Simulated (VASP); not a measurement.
# Au (Cmcm) in VASP: single point with PBEsol

Aim: the single point of Au with PBEsol.

Everything below comes from runs of VASP 6.6.1. Logs are shortened: lines on timing, memory, paths and dates and some standing lists are left out, and cuts for length are marked.

## 1. The cell of the first run

Symmetry: Cmcm, No. 63, orthorhombic system. The conventional cell has a = 2.846 Å, b = 5.139 Å, c = 5.000 Å, α = 90.00°, β = 90.00°, γ = 90.00°. Au (site symmetry m2m) has 12 Au at 2.85 to 3.33 Å within 3.7 Å.

## 2. Single point, PBEsol (strained)

Contents of INCAR:

```
SYSTEM = Au
  PREC = Accurate
  ENCUT = 500
  EDIFF = 1E-6
  ISMEAR = 0
  SIGMA = 0.1
  LREAL = .False.
  LASPH = .True.
  NELM = 120
  ALGO = Normal
  ISIF = 2
  LWAVE = .False.
  LCHARG = .False.
  GGA = PS
  NBANDS = 18
  GGA_COMPAT = .False.
```

Contents of KPOINTS:

```
Automatic mesh
0
Gamma
  16 16 10
  0 0 0
```

Contents of POSCAR:

```
Au
1.0
    1.4230379508     -2.5695050294      0.0000000000
    1.4230379508      2.5695050294      0.0000000000
    0.0000000000      0.0000000000      4.9998896392
Au
2
Direct
    0.7142337898      0.2857662102      0.2500000000
    0.2857662102      0.7142337898      0.7500000000
```

Potentials or basis: VASP PAW PBE potentials, release 64 (Au).

On the command line:

```
cat potpaw_PBE.64/Au/POTCAR > POTCAR
mpirun -np 1 vasp_std > vasp.out
```

OUTCAR:

```text
SYSTEM = Au
   PREC = Accurate
   ENCUT = 500
   EDIFF = 1E-6
   ISMEAR = 0
   LREAL = .False.
   LASPH = .True.
   NELM = 120
   ISIF = 2
   GGA = PS

 ion  position               nearest neighbor table
   1  0.714  0.286  0.250-   2 2.90   2 2.90   2 2.90   2 2.90   2 3.33   2 3.33
   2  0.286  0.714  0.750-   1 2.90   1 2.90   1 2.90   1 2.90   1 3.33   1 3.33

  LATTYP: Found a base centered orthorhombic cell.
 ALAT       =     2.8460759016
 B/A-ratio  =     1.8056475781
 C/A-ratio  =     1.7567660920

  Lattice vectors:

 A1 = (   1.4230379508,  -2.5695050294,   0.0000000000)
 A2 = (   1.4230379508,   2.5695050294,   0.0000000000)
 A3 = (   0.0000000000,   0.0000000000,   4.9998896392)

Analysis of symmetry for initial positions (statically):
=====================================================================
 Subroutine PRICEL returns:
 Original cell was already a primitive cell.

 Routine SETGRP: Setting up the symmetry group for a
 base centered orthorhombic supercell.

 Subroutine GETGRP returns: Found  8 space group operations
 (whereof  4 operations were pure point group operations)
 out of a pool of  8 trial point group operations.

The static configuration has the point symmetry C_2h.
 The point group associated with its full space group is D_2h.

Analysis of symmetry for dynamics (positions and initial velocities):
=====================================================================
 Subroutine PRICEL returns:
 Original cell was already a primitive cell.

 Routine SETGRP: Setting up the symmetry group for a
 base centered orthorhombic supercell.

 Subroutine GETGRP returns: Found  8 space group operations
 (whereof  4 operations were pure point group operations)
 out of a pool of  8 trial point group operations.

The dynamic configuration has the point symmetry C_2h.
 The point group associated with its full space group is D_2h.

 Subroutine INISYM returns: Found  8 space group operations
 (whereof  4 operations are pure point group operations),
 and found     1 'primitive' translations

----------------------------------------------------------------------------------------

                                     Primitive cell

  volume of cell :      36.5642

  direct lattice vectors                    reciprocal lattice vectors
     1.423037951 -2.569505029  0.000000000     0.351360974 -0.194590006  0.000000000
     1.423037951  2.569505029  0.000000000     0.351360974  0.194590006  0.000000000
     0.000000000  0.000000000  4.999889639     0.000000000  0.000000000  0.200004415

  length of vectors
     2.937242432  2.937242432  4.999889639     0.401646367  0.401646367  0.200004415

  position of ions in fractional coordinates (direct lattice)
     0.714233790  0.285766210  0.250000000
     0.285766210  0.714233790  0.750000000

  ion indices of the primitive-cell ions
   primitive index   ion index
                 1           1
                 2           2

----------------------------------------------------------------------------------------

 KPOINTS: Automatic mesh

Automatic generation of k-mesh.
 Grid dimensions read from file:
 generate k-points for:   16   16   10

 Generating k-lattice:

  Cartesian coordinates                     Fractional coordinates (reciprocal lattice)
     0.021960061 -0.012161875  0.000000000     0.062500000  0.000000000  0.000000000
     0.021960061  0.012161875  0.000000000     0.000000000  0.062500000  0.000000000
     0.000000000  0.000000000  0.020000441     0.000000000  0.000000000  0.100000000

  Length of vectors
     0.025102898  0.025102898  0.020000441

  Shift w.r.t. Gamma in fractional coordinates (k-lattice)
     0.000000000  0.000000000  0.000000000

 Subroutine IBZKPT returns following result:
 ===========================================

 Found    438 irreducible k-points:

 Following reciprocal coordinates:
            Coordinates               Weight
  0.000000  0.000000  0.000000      1.000000
  0.062500  0.000000  0.000000      4.000000
  0.125000  0.000000  0.000000      4.000000
  0.187500 -0.000000  0.000000      4.000000
  0.250000  0.000000  0.000000      4.000000
  0.312500  0.000000  0.000000      4.000000
[... 16 lines left out ...]
 -0.125000  0.062500  0.000000      4.000000
 -0.062500  0.062500  0.000000      2.000000
 [... further k-points ...]
   k-points           NKPTS =    438   k-points in BZ     NKDIM =    438   number of bands    NBANDS=     18
   number of dos      NEDOS =    301   number of ions     NIONS =      2
   total plane-waves  NPLWV =  20736
   dimension x,y,z NGX =    24 NGY =   24 NGZ =   36
   dimension x,y,z NGXF=    48 NGYF=   48 NGZF=   72
   ions per type =               2
   NGX,Y,Z   is equivalent  to a cutoff of  13.58, 13.58, 11.97 a.u.
   NGXF,Y,Z  is equivalent  to a cutoff of  27.17, 27.17, 23.94 a.u.
 SYSTEM =  Au
   PREC   = accura    normal or accurate (medium, high low for compatibility)
   ISTART =      0    job   : 0-new  1-cont  2-samecut
   ICHARG =      2    charge: 1-file 2-atom 10-const
   ISPIN  =      1    spin polarized calculation?
   LNONCOLLINEAR =      F non collinear calculations
   LSORBIT =      F    spin-orbit coupling
   LASPH  =      T    aspherical Exc in radial PAW
   ENCUT  =  500.0 eV  36.75 Ry    6.06 a.u.   5.36  5.36  9.12*2*pi/ulx,y,z
   NELM   =    120;   NELMIN=  2; NELMDL= -5     # of ELM steps
   EDIFF  = 0.1E-05   stopping-criterion for ELM
   LREAL  =      F    real-space projection
   EDIFFG = 0.1E-04   stopping-criterion for IOM
   NSW    =      0    number of steps for IOM
   IBRION =     -1    ionic relax: 0-MD 1-quasi-New 2-CG
   NFREE  =      0    steps in history (QN), initial steepest desc. (CG)
   ISIF   =      2    stress and relaxation
   ISYM   =      2    0-nonsym 1-usesym 2-fastsym
   POTIM  = 0.5000    time-step for ionic-motion
   TEBEG  =    0.0;   TEEND  =   0.0 temperature during run
   PSTRESS=    0.0 pullay stress
   NELECT =      22.0000    total number of electrons
   NUPDOWN=      -1.0000    fix difference up-down
   EMIN   =  10.00;   EMAX   =-10.00  energy-range for DOS
   EFERMI =   0.00;   METHOD = LEGACY
   ISMEAR =     0;   SIGMA  =   0.10  broadening in eV -4-tet -1-fermi 0-gaus
   EFERMI_NEDOS =   21; number of points for ismear=-14 and -15
   IALGO  =     38    algorithm
   IMIX   =      4    mixing-type and parameters
     AMIX     =   0.40;   BMIX     =  1.00
     AMIX_MAG =   1.60;   BMIX_MAG =  1.00
  volume/ion in A,a.u.               =      18.28       123.37
  Fermi-wavevector in a.u.,A,eV,Ry     =   1.382071  2.611735 25.988753  1.910119
  Thomas-Fermi vector in A             =   2.506796
   LORBIT       =      0    0 simple, 1 ext, 2 COOP (PROOUT), +10 PAW based schemes
   GGA     = PS    functional components
   LHFCALC =     F    Hartree Fock is set to
   AEXX    =    0.0000 exact exchange contribution
   IVDW    =     0    specifies the selected vdW correction
   LEPSILON=     F    determine dielectric tensor
   LRPA    =     F    only Hartree local field effects (RPA)
 non-spin polarized calculation
 Gauss-broadening in eV      SIGMA  =   0.10
  energy-cutoff  :      500.00
  volume of cell :       36.56
 maximum number of plane-waves:       942
 NGX is ok and might be reduce to    24
   NGX = 11   NGY = 11   NGZ = 19

 number of electron      22.0000003 magnetization

 Free energy of the ion-electron system (eV)
  ---------------------------------------------------
  ext. energy  EPLUGINS =         0.00000000
  ---------------------------------------------------
  free energy    TOTEN  =        -7.73931551 eV

  energy without entropy =       -7.73684032  energy(sigma->0) =       -7.73807791

 E-fermi :   8.1669     XC(G=0): -12.4603

 val. band max:        8.1597061663   @ k =   0.0625   0.0625   0.1000
 cond. band min:       8.1858099275   @ k =   0.5000   0.2500   0.3000
 fundamental gap:      0.0261037612
 Fermi energy:         8.1669127756

 k-point     1 :       0.0000    0.0000    0.0000
  band No.  band energies     occupation
      1      -1.0613      2.00000
      2       1.2429      2.00000
      3       3.1072      2.00000
      4       3.8632      2.00000
      5       3.9792      2.00000
      6       4.0660      2.00000
[... 10 lines left out ...]
     17      25.6183      0.00000
     18      27.8455      0.00000

 k-point     2 :       0.0625    0.0000    0.0000
  band No.  band energies     occupation
      1      -0.9371      2.00000
      2       1.3552      2.00000
      3       3.1385      2.00000
      4       3.8844      2.00000
      5       4.0277      2.00000
      6       4.0777      2.00000
[... 10 lines left out ...]
     17      24.9545      0.00000
     18      27.2942      0.00000

 k-point     3 :       0.1250    0.0000    0.0000
  band No.  band energies     occupation
      1      -0.5735      2.00000
      2       1.6747      2.00000
      3       3.2019      2.00000
      4       3.7833      2.00000
      5       4.1852      2.00000
      6       4.2238      2.00000
[... 10 lines left out ...]
     17      24.0835      0.00000
     18      26.0750      0.00000

 k-point     4 :       0.1875   -0.0000    0.0000
  band No.  band energies     occupation
      1      -0.0010      2.00000
      2       2.1282      2.00000
      3       3.2202      2.00000
      4       3.6104      2.00000
      5       3.9084      2.00000
      6       4.3599      2.00000
[... 375 lines left out ...]
      4       3.6676      2.00000
      5       4.0258      2.00000
      6       4.1381      2.00000
[... 10 lines left out ...]
     17      24.8765      0.00000
     18      25.4469      0.00000

 k-point    23 :      -0.1250    0.0625    0.0000
  band No.  band energies     occupation
      1      -0.7239      2.00000
      2       1.5069      2.00000
      3       3.1653      2.00000
      4       3.8086      2.00000
      5       3.9980      2.00000
      6       4.2637      2.00000
[... 10 lines left out ...]
     17      24.6764      0.00000
     18      26.5416      0.00000

 k-point    24 :      -0.0625    0.0625    0.0000
  band No.  band energies     occupation
      1      -0.9526      2.00000
      2       1.3227      2.00000
      3       3.1287      2.00000
      4       3.8508      2.00000
      5       3.9597      2.00000
      6       4.1357      2.00000
[... 10 lines left out ...]
     17      25.2443      0.00000
     18      27.2592      0.00000

 [... further k-points ...]
[... 5 lines left out ...]
  --------------------------------------------------------------------------------------
  -------------------------------------------------------------------------------------
  Total       -1.9149531     -2.1580488     -1.8459030      0.0000000     -0.0000000      0.0000000
  in kB      -83.9097353    -94.5617462    -80.8840880      0.0000000     -0.0000000      0.0000000
  external PRESSURE =     -86.4518565 kB  Pullay stress =       0.0000000 kB

 VOLUME and BASIS-vectors are now :
 -----------------------------------------------------------------------------
  energy-cutoff  :      500.00
  volume of cell :       36.56
      direct lattice vectors                 reciprocal lattice vectors
     1.423037951 -2.569505029  0.000000000     0.351360974 -0.194590006  0.000000000
     1.423037951  2.569505029  0.000000000     0.351360974  0.194590006  0.000000000
     0.000000000  0.000000000  4.999889639     0.000000000  0.000000000  0.200004415

 POSITION                                       TOTAL-FORCE (eV/Angst)
 -----------------------------------------------------------------------------------
      1.42304     -1.10095      1.24997         0.000000     -0.002570     -0.000000
      1.42304      1.10095      3.74992         0.000000      0.002570      0.000000
 -----------------------------------------------------------------------------------
    total drift:                                0.000000     -0.000000     -0.000000

  FREE ENERGIE OF THE ION-ELECTRON SYSTEM (eV)
  ---------------------------------------------------
  free  energy   TOTEN  =        -7.7393155075 eV

  energy  without entropy=       -7.7368403218  energy(sigma->0) =       -7.73807791
```

Run time: 4.6 min. Hardware: 1 thread of AMD EPYC 7R43 (Zen 3), shared host; peak memory 0.29 GiB.

What came out:

```
Free energy            : -7.7393 eV
Pressure               : -8.6 GPa
Band gap on the k mesh : zero (band 11 reaches 11.94 eV, above the bottom of band 12 at 5.58 eV)
```

Forces on the atoms (eV/Å):
```
Au   0.000 -0.003  0.000
Au   0.000  0.003  0.000
```

Levels at points of the mesh, in eV from the Fermi level:
| k point | band 8 | band 9 | band 10 | band 11 | band 12 | band 13 | band 14 | band 15 |
| --- | --- | --- | --- | --- | --- | --- | --- | --- |
| (0.00, 0.00, 0.00) | -3.63 | -2.91 | -2.52 | -1.62 | -1.03 | 2.19 | 14.76 | 15.01 |
| (0.50, 0.00, 0.00) | -2.52 | -1.77 | -1.61 | 0.89 | 1.34 | 5.90 | 6.39 | 8.25 |
| (0.50, 0.50, 0.00) | -1.84 | -1.76 | -1.67 | -0.61 | 1.66 | 4.43 | 4.67 | 7.28 |
| (0.00, 0.00, 0.50) | -3.92 | -2.69 | -2.69 | -2.59 | -2.59 | 9.58 | 9.58 | 15.26 |
| (0.50, 0.00, 0.50) | -1.77 | -1.68 | -1.68 | 0.32 | 0.32 | 4.06 | 4.06 | 11.76 |
| (0.50, 0.50, 0.50) | -3.15 | -1.74 | -1.74 | 1.29 | 1.29 | 2.60 | 2.60 | 14.03 |

Caveat: the cell differs from its parent crystal (strained); the PAW data sets were made with another functional, which shifts forces and pressure a little; spin-orbit coupling is left out, which moves the levels of the heavy elements.
